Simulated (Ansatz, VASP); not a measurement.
# Two plane-wave programs on TePb

The input POSCAR:

```
TePb
1.0
    0.0000000000      3.3179488732      3.0525129633
    3.3179488732      0.0000000000      3.0525129633
    3.3179488732      3.3179488732      0.0000000000
Te Pb
1 1
Direct
    0.5000000000      0.5000000000      0.5000000000
    0.0000000000      0.0000000000      0.0000000000
```

The input INCAR.step1:

```
PREC = Accurate ; ENCUT = 520
ISMEAR = 0 ; SIGMA = 0.05
LREAL = F ; LASPH = T
NELM = 80 ; NBANDS = 17
GGA = PE ; ALGO = Normal
EDIFF = 1E-4 ; LWAVE = T
LCHARG = F
```

INCAR.step2

```
PREC = Accurate ; ENCUT = 520
EDIFF = 1E-7 ; ISMEAR = 0
SIGMA = 0.05 ; LREAL = F
LASPH = T ; NELM = 80
ALGO = Normal ; ISIF = 2
LWAVE = F ; LCHARG = F
METAGGA = R2SCAN ; LMIXTAU = T
NBANDS = 17 ; ISTART = 1
```

The input KPOINTS:

```
regular mesh
0
Gamma
  8 8 8
```

Input for Ansatz:

```yaml
crystal:
  lattice:
    - [0.0, 3.3179488732, 3.0525129633]
    - [3.3179488732, 0.0, 3.0525129633]
    - [3.3179488732, 3.3179488732, 0.0]
  atoms:
    - { symbol: Te, position: [0.5, 0.5, 0.5] }
    - { symbol: Pb, position: [0.0, 0.0, 0.0] }
basis:
  ecutwfc: 500
kpoints:
  mp_grid: { grid: [8, 8, 8] }
hamiltonian:
  xc: r2scan
scf:
  occupations: { method: gaussian, width: 0.05 }
output:
  forces: true
  stress: true
  eigenvalues: true
```

Alike in both runs: task single point; functional r2SCAN; k mesh 8 × 8 × 8; occupations gaussian, width 0.05 eV; no spin polarisation.

```csv
,VASP,Ansatz
version,VASP 6.6.1,Ansatz 0.2.0
potentials or method,"VASP PAW PBE potentials, release 64 (Te, Pb_d), cutoff 520 eV","scalar-relativistic, plane waves, PAW"
valence electrons in the cell,20,30
```

VASP gave:

```
gap on the k mesh at the Fermi level (eV)                     : 0.62
least direct gap on the mesh (eV)                             : 0.62
pressure (GPa)                                                : 2.8
traceless stress, the component that is largest in VASP (GPa) : 8.31
```

Problem. What did Ansatz give for the same quantities?

Solution. gap on the k mesh at the Fermi level (eV): 0.62; least direct gap on the mesh (eV): 0.62; pressure (GPa): 2.8; traceless stress, the component that is largest in VASP (GPa): 8.29.

VASP's potentials were made for PBE, not for r2SCAN. The functional is the same, so the differences come from potentials, cutoffs and numerics. VASP's potentials hold 20 valence electrons a cell and Ansatz's 30, so a difference there can come from the potentials and not from the codes.

Spin-orbit coupling is off throughout.
